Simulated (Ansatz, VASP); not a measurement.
Ti: VASP beside Ansatz

File POSCAR:

```
Ti
1.0
    0.0000000000      2.1315000000      2.0807500000
    2.1315000000      0.0000000000      2.0807500000
    2.1315000000      2.1315000000      0.0000000000
Ti
1
Direct
    0.0000000000      0.0000000000      0.0000000000
```

INCAR.step1

```
  PREC = Accurate
  ENCUT = 520
  ISMEAR = 0
  SIGMA = 0.15
  LREAL = F
  LASPH = T
  NELM = 60
  NBANDS = 12
  GGA = PE
  ALGO = Normal
  EDIFF = 1E-4
  LWAVE = T
  LCHARG = F
```

Contents of INCAR.step2:

```
  PREC = Accurate
  ENCUT = 520
  EDIFF = 1E-7
  ISMEAR = 0
  SIGMA = 0.15
  LREAL = F
  LASPH = T
  NELM = 60
  ALGO = Normal
  ISIF = 2
  LWAVE = F
  LCHARG = T
  METAGGA = R2SCAN
  LMIXTAU = T
  LELF = T
  LVHAR = T
  NBANDS = 12
  ISTART = 1
```

KPOINTS

```
Automatic mesh
0
Gamma
  20 20 20
```

Input for Ansatz:

```yaml
crystal:
  lattice:
    - [0.0, 2.1315, 2.08075]
    - [2.1315, 0.0, 2.08075]
    - [2.1315, 2.1315, 0.0]
  atoms:
    - { symbol: Ti, position: [0.0, 0.0, 0.0] }
basis:
  ecutwfc: 500
kpoints:
  mp_grid: { grid: [20, 20, 20] }
hamiltonian:
  xc: r2scan
scf:
  occupations: { method: gaussian, width: 0.15 }
output:
  forces: true
  stress: true
  eigenvalues: true
  write_density: true
  write_potential: true
  elf: true
  volumetric_format: npy
```

Change from the starting cell: strain +0.050 along x and y, +0.025 along z, atoms carried along.

Alike in both runs: task single point; functional r2SCAN; k mesh 20 × 20 × 20; occupations gaussian, width 0.15 eV; no spin polarisation.

```csv
,VASP,Ansatz
version,VASP 6.6.1,Ansatz 0.2.0
potentials or method,"VASP PAW PBE potentials, release 64 (Ti_sv), cutoff 520 eV","scalar-relativistic, plane waves, PAW"
valence electrons in the cell,12,12
```

```tsv
	VASP	Ansatz	Ansatz less VASP
gap on the k mesh at the Fermi level (eV)	none	none	-
pressure (GPa)	-7.9	-8.2	-0.33
traceless stress, the component that is largest in VASP (GPa)	0.57	0.56	0.000
```

VASP's potentials were made for PBE, not for r2SCAN. A gap of «none» marks a metal or a gap that the smearing closes.
